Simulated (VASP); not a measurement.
MoS2: single point with r2SCAN+D3(BJ)

Crystal: MoS2.

```
Mo S
1.0
     1.58550    0.91539    6.11500
    -1.58550    0.91539    6.11500
     0.00000   -1.83078    6.11500
Mo S
1 2
Direct
  0.00000 0.00000 0.00000
  0.75000 0.75000 0.75000
  0.25000 0.25000 0.25000
```

* Program: VASP 6.6.1
* Task: single point
* Functional: r2SCAN
* Dispersion: D3(BJ)
* Potentials or basis: VASP PAW PBE potentials, release 64 (Mo_sv, S)
* Cutoff: 520 eV
* k mesh: 5 × 5 × 5, shifted
* Occupations: methfessel-paxton, width 0.5 eV
* Spin: no spin polarisation

| Property | Result |
| --- | --- |
| Pressure | 5.2 GPa |
| Largest force | 0.705 eV/Å |
| Band gap on the k mesh | zero (band 13 reaches 7.41 eV, above the bottom of band 14 at 7.25 eV) |
| Dispersion energy per atom | -0.202 eV |

Forces on the atoms (eV/Å):
```
Mo   0.000  0.000  0.000
S    0.000  0.000  0.705
S    0.000  0.000 -0.705
```

Levels at points of the mesh, in eV from the Fermi level:
```csv
k point,band 10,band 11,band 12,band 13,band 14,band 15,band 16,band 17
"(0.50, 0.50, 0.50)",-3.90,-0.84,-0.84,-0.24,-0.24,0.17,3.89,3.89
```

It took 7 min on 1 thread of AMD EPYC 7R13 Processor (Zen 3) (shared host), peak memory 0.32 GiB.

Caveat: the k points lie up to 0.46 Å⁻¹ apart; the PAW data sets were made with another functional, which shifts forces and pressure a little; pairwise dispersion overbinds metals, which lowers pressure and volume.
